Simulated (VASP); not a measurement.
# Rh (P6_3/mmc) in VASP: a series of runs

Rh is run at these levels: PBE; tasks: single point.

All numbers are computed with VASP 6.6.1; they aren't measurements. Logs are shortened: lines on timing, memory, paths and dates and some standing lists are left out, and cuts for length are marked.

## (1) The cell of the first run

It takes space group P6_3/mmc (No. 194, hexagonal). The conventional cell has a = 2.887 Å, b = 2.887 Å, c = 4.374 Å, α = 90.00°, β = 90.00°, γ = 120.00°. Rh (site symmetry -6m2) has 12 Rh at 2.75 to 2.89 Å within 3.6 Å.

This isn't the form of Rh at room conditions, which is fcc.

## (2) Single point, PBE (15.79 Å³/atom)

The input, INCAR:

```
SYSTEM = Rh
PREC = Accurate
ENCUT = 520
EDIFF = 1E-7
ISMEAR = 0
SIGMA = 0.15
LREAL = .FALSE.
LASPH = .TRUE.
NELM = 80
ALGO = Fast
ISIF = 2
LWAVE = .FALSE.
LCHARG = .FALSE.
GGA = PE
NBANDS = 22
```

The input, KPOINTS:

```
Automatic mesh
0
G
  21 21 12
  0 0 0
```

The input, POSCAR:

```
Rh
1.0
    2.8872212486      0.0000000000      0.0000000000
   -1.4436106243      2.5004069476      0.0000000000
    0.0000000000      0.0000000000      4.3744289137
Rh
2
Direct
    0.6666666667      0.3333333333      0.7500000000
    0.3333333333      0.6666666667      0.2500000000
```

Potentials or basis: VASP PAW PBE potentials, release 64 (Rh_pv).

On the command line:

```console
$ cat potpaw_PBE.64/Rh_pv/POTCAR > POTCAR
$ mpirun -np 1 vasp_std > vasp.out
```

OUTCAR:

```text
SYSTEM = Rh
   PREC = Accurate
   ENCUT = 520
   EDIFF = 1E-7
   ISMEAR = 0
   LREAL = .FALSE.
   LASPH = .TRUE.
   NELM = 80
   ISIF = 2
   GGA = PE

 ion  position               nearest neighbor table
   1  0.667  0.333  0.750-   2 2.75   2 2.75   2 2.75   2 2.75   2 2.75   2 2.75
   2  0.333  0.667  0.250-   1 2.75   1 2.75   1 2.75   1 2.75   1 2.75   1 2.75

  LATTYP: Found a hexagonal cell.
 ALAT       =     2.8872212486
 C/A-ratio  =     1.5151000000

  Lattice vectors:

 A1 = (   2.8872212486,   0.0000000000,   0.0000000000)
 A2 = (  -1.4436106243,   2.5004069476,   0.0000000000)
 A3 = (   0.0000000000,   0.0000000000,   4.3744289137)

Analysis of symmetry for initial positions (statically):
=====================================================================
 Subroutine PRICEL returns:
 Original cell was already a primitive cell.

 Routine SETGRP: Setting up the symmetry group for a
 hexagonal supercell.

 Subroutine GETGRP returns: Found 24 space group operations
 (whereof 12 operations were pure point group operations)
 out of a pool of 24 trial point group operations.

The static configuration has the point symmetry D_3d.
 The point group associated with its full space group is D_6h.

Analysis of symmetry for dynamics (positions and initial velocities):
=====================================================================
 Subroutine PRICEL returns:
 Original cell was already a primitive cell.

 Routine SETGRP: Setting up the symmetry group for a
 hexagonal supercell.

 Subroutine GETGRP returns: Found 24 space group operations
 (whereof 12 operations were pure point group operations)
 out of a pool of 24 trial point group operations.

The dynamic configuration has the point symmetry D_3d.
 The point group associated with its full space group is D_6h.

 Subroutine INISYM returns: Found 24 space group operations
 (whereof 12 operations are pure point group operations),
 and found     1 'primitive' translations

----------------------------------------------------------------------------------------

                                     Primitive cell

  volume of cell :      31.5800

  direct lattice vectors                    reciprocal lattice vectors
     2.887221249  0.000000000  0.000000000     0.346353782  0.199967449  0.000000000
    -1.443610624  2.500406948  0.000000000     0.000000000  0.399934899  0.000000000
     0.000000000  0.000000000  4.374428914     0.000000000  0.000000000  0.228601269

  length of vectors
     2.887221249  2.887221249  4.374428914     0.399934899  0.399934899  0.228601269

  position of ions in fractional coordinates (direct lattice)
     0.666666667  0.333333333  0.750000000
     0.333333333  0.666666667  0.250000000

  ion indices of the primitive-cell ions
   primitive index   ion index
                 1           1
                 2           2

----------------------------------------------------------------------------------------

 KPOINTS: Automatic mesh

Automatic generation of k-mesh.
 Grid dimensions read from file:
 generate k-points for:   21   21   12

 Generating k-lattice:

  Cartesian coordinates                     Fractional coordinates (reciprocal lattice)
     0.016493037  0.009522259  0.000000000     0.047619048  0.000000000  0.000000000
     0.000000000  0.019044519  0.000000000     0.000000000  0.047619048  0.000000000
     0.000000000  0.000000000  0.019050106     0.000000000  0.000000000  0.083333333

  Length of vectors
     0.019044519  0.019044519  0.019050106

  Shift w.r.t. Gamma in fractional coordinates (k-lattice)
     0.000000000  0.000000000  0.000000000

 Subroutine IBZKPT returns following result:
 ===========================================

 Found    336 irreducible k-points:

 Following reciprocal coordinates:
            Coordinates               Weight
  0.000000  0.000000  0.000000      1.000000
  0.047619  0.000000  0.000000      6.000000
  0.095238  0.000000  0.000000      6.000000
  0.142857  0.000000  0.000000      6.000000
  0.190476  0.000000  0.000000      6.000000
  0.238095  0.000000  0.000000      6.000000
[... 16 lines left out ...]
  0.142857  0.095238  0.000000     12.000000
  0.190476  0.095238  0.000000     12.000000
 [... further k-points ...]
   k-points           NKPTS =    336   k-points in BZ     NKDIM =    336   number of bands    NBANDS=     22
   number of dos      NEDOS =    301   number of ions     NIONS =      2
   total plane-waves  NPLWV =  20736
   dimension x,y,z NGX =    24 NGY =   24 NGZ =   36
   dimension x,y,z NGXF=    48 NGYF=   48 NGZF=   72
   ions per type =               2
   NGX,Y,Z   is equivalent  to a cutoff of  13.82, 13.82, 13.68 a.u.
   NGXF,Y,Z  is equivalent  to a cutoff of  27.64, 27.64, 27.36 a.u.
 SYSTEM =  Rh
   PREC   = accura    normal or accurate (medium, high low for compatibility)
   ISTART =      0    job   : 0-new  1-cont  2-samecut
   ICHARG =      2    charge: 1-file 2-atom 10-const
   ISPIN  =      1    spin polarized calculation?
   LNONCOLLINEAR =      F non collinear calculations
   LSORBIT =      F    spin-orbit coupling
   LASPH  =      T    aspherical Exc in radial PAW
   ENCUT  =  520.0 eV  38.22 Ry    6.18 a.u.   5.37  5.37  8.13*2*pi/ulx,y,z
   NELM   =     80;   NELMIN=  2; NELMDL= -5     # of ELM steps
   EDIFF  = 0.1E-06   stopping-criterion for ELM
   LREAL  =      F    real-space projection
   EDIFFG = 0.1E-05   stopping-criterion for IOM
   NSW    =      0    number of steps for IOM
   IBRION =     -1    ionic relax: 0-MD 1-quasi-New 2-CG
   NFREE  =      0    steps in history (QN), initial steepest desc. (CG)
   ISIF   =      2    stress and relaxation
   ISYM   =      2    0-nonsym 1-usesym 2-fastsym
   POTIM  = 0.5000    time-step for ionic-motion
   TEBEG  =    0.0;   TEEND  =   0.0 temperature during run
   PSTRESS=    0.0 pullay stress
   NELECT =      30.0000    total number of electrons
   NUPDOWN=      -1.0000    fix difference up-down
   EMIN   =  10.00;   EMAX   =-10.00  energy-range for DOS
   EFERMI =   0.00;   METHOD = LEGACY
   ISMEAR =     0;   SIGMA  =   0.15  broadening in eV -4-tet -1-fermi 0-gaus
   EFERMI_NEDOS =   21; number of points for ismear=-14 and -15
   IALGO  =     68    algorithm
   IMIX   =      4    mixing-type and parameters
     AMIX     =   0.40;   BMIX     =  1.00
     AMIX_MAG =   1.60;   BMIX_MAG =  1.00
  volume/ion in A,a.u.               =      15.79       106.56
  Fermi-wavevector in a.u.,A,eV,Ry     =   1.609328  3.041189 35.238223  2.589936
  Thomas-Fermi vector in A             =   2.705055
   LORBIT       =      0    0 simple, 1 ext, 2 COOP (PROOUT), +10 PAW based schemes
   GGA     = PE    functional components
   LHFCALC =     F    Hartree Fock is set to
   AEXX    =    0.0000 exact exchange contribution
   IVDW    =     0    specifies the selected vdW correction
   LEPSILON=     F    determine dielectric tensor
   LRPA    =     F    only Hartree local field effects (RPA)
 non-spin polarized calculation
 RMM-DIIS sequential band-by-band and
 Gauss-broadening in eV      SIGMA  =   0.15
  energy-cutoff  :      520.00
  volume of cell :       31.58
 maximum number of plane-waves:       875
 NGX is ok and might be reduce to    24
   NGX = 11   NGY = 11   NGZ = 17

 number of electron      30.0000013 magnetization

 Free energy of the ion-electron system (eV)
  ---------------------------------------------------
  ext. energy  EPLUGINS =         0.00000000
  ---------------------------------------------------
  free energy    TOTEN  =       -14.18000403 eV

  energy without entropy =      -14.12947590  energy(sigma->0) =      -14.15473996

 E-fermi :   9.6320     XC(G=0): -13.1494

 val. band max:        9.6269634767   @ k =   0.3810   0.0476   0.1667
 cond. band min:       9.6323496024   @ k =   0.3810   0.2381   0.1667
 fundamental gap:      0.0053861257
 Fermi energy:         9.6319719237

 k-point     1 :       0.0000    0.0000    0.0000
  band No.  band energies     occupation
      1     -37.1434      2.00000
      2     -36.6654      2.00000
      3     -36.6654      2.00000
      4     -36.6053      2.00000
      5     -36.5687      2.00000
      6     -36.5687      2.00000
[... 14 lines left out ...]
     21      28.0126      0.00000
     22      28.4268      0.00000

 k-point     2 :       0.0476    0.0000    0.0000
  band No.  band energies     occupation
      1     -37.1401      2.00000
      2     -36.6710      2.00000
      3     -36.6676      2.00000
      4     -36.6073      2.00000
      5     -36.5749      2.00000
      6     -36.5694      2.00000
[... 14 lines left out ...]
     21      27.9011      0.00000
     22      28.4771      0.00000

 k-point     3 :       0.0952    0.0000    0.0000
  band No.  band energies     occupation
      1     -37.1301      2.00000
      2     -36.6876      2.00000
      3     -36.6739      2.00000
      4     -36.6132      2.00000
      5     -36.5927      2.00000
      6     -36.5715      2.00000
[... 14 lines left out ...]
     21      27.2803      0.00000
     22      28.1338      0.00000

 k-point     4 :       0.1429    0.0000    0.0000
  band No.  band energies     occupation
      1     -37.1139      2.00000
      2     -36.7136      2.00000
      3     -36.6836      2.00000
      4     -36.6231      2.00000
      5     -36.6204      2.00000
      6     -36.5749      2.00000
[... 14 lines left out ...]
     21      26.8278      0.00000
     22      26.9874      0.00000

 k-point     5 :       0.1905    0.0000    0.0000
  band No.  band energies     occupation
      1     -37.0922      2.00000
      2     -36.7469      2.00000
      3     -36.6958      2.00000
      4     -36.6554      2.00000
      5     -36.6367      2.00000
      6     -36.5795      2.00000
[... 417 lines left out ...]
 k-point    22 :       0.0952    0.0952    0.0000
  band No.  band energies     occupation
      1     -37.1044      2.00000
      2     -36.7231      2.00000
      3     -36.6979      2.00000
      4     -36.6289      2.00000
      5     -36.6289      2.00000
      6     -36.5804      2.00000
[... 14 lines left out ...]
     21      25.0928      0.00000
     22      27.9844      0.00000

 k-point    23 :       0.1429    0.0952    0.0000
  band No.  band energies     occupation
      1     -37.0831      2.00000
      2     -36.7509      2.00000
      3     -36.7195      2.00000
      4     -36.6532      2.00000
      5     -36.6425      2.00000
      6     -36.5878      2.00000
[... 14 lines left out ...]
     21      24.0839      0.00000
     22      27.5131      0.00000

 k-point    24 :       0.1905    0.0952    0.0000
  band No.  band energies     occupation
      1     -37.0574      2.00000
      2     -36.7846      2.00000
      3     -36.7431      2.00000
      4     -36.6792      2.00000
      5     -36.6595      2.00000
      6     -36.5956      2.00000
[... 14 lines left out ...]
     21      23.2646      0.00000
     22      26.6684      0.00000

 [... further k-points ...]
[... 5 lines left out ...]
  --------------------------------------------------------------------------------------
  -------------------------------------------------------------------------------------
  Total       -4.5258912     -4.5258912     -2.9434138     -0.0000000     -0.0000000      0.0000000
  in kB     -229.6162215   -229.6162215   -149.3309306     -0.0000000     -0.0000000      0.0000000
  external PRESSURE =    -202.8544579 kB  Pullay stress =       0.0000000 kB

 VOLUME and BASIS-vectors are now :
 -----------------------------------------------------------------------------
  energy-cutoff  :      520.00
  volume of cell :       31.58
      direct lattice vectors                 reciprocal lattice vectors
     2.887221249  0.000000000  0.000000000     0.346353782  0.199967449  0.000000000
    -1.443610624  2.500406948  0.000000000     0.000000000  0.399934899  0.000000000
     0.000000000  0.000000000  4.374428914     0.000000000  0.000000000  0.228601269

 POSITION                                       TOTAL-FORCE (eV/Angst)
 -----------------------------------------------------------------------------------
      1.44361      0.83347      3.28082        -0.000000      0.000000      0.000000
     -0.00000      1.66694      1.09361         0.000000     -0.000000      0.000000
 -----------------------------------------------------------------------------------
    total drift:                               -0.000000      0.000000     -0.000000

  FREE ENERGIE OF THE ION-ELECTRON SYSTEM (eV)
  ---------------------------------------------------
  free  energy   TOTEN  =       -14.1800040317 eV

  energy  without entropy=      -14.1294758971  energy(sigma->0) =      -14.15473996
```

Wall time 5 min (1 thread of Intel Xeon 8259CL, shared host); peak memory 0.3 GiB.

What came out:

```yaml
Free_energy: -14.1800 eV
Pressure: -20.3 GPa
Band_gap_on_the_k_mesh: zero (bands 15 and 16 overlap by 1.73 eV)
```

Caveat: the cell stands under tension.

[end of part 1 of 3]
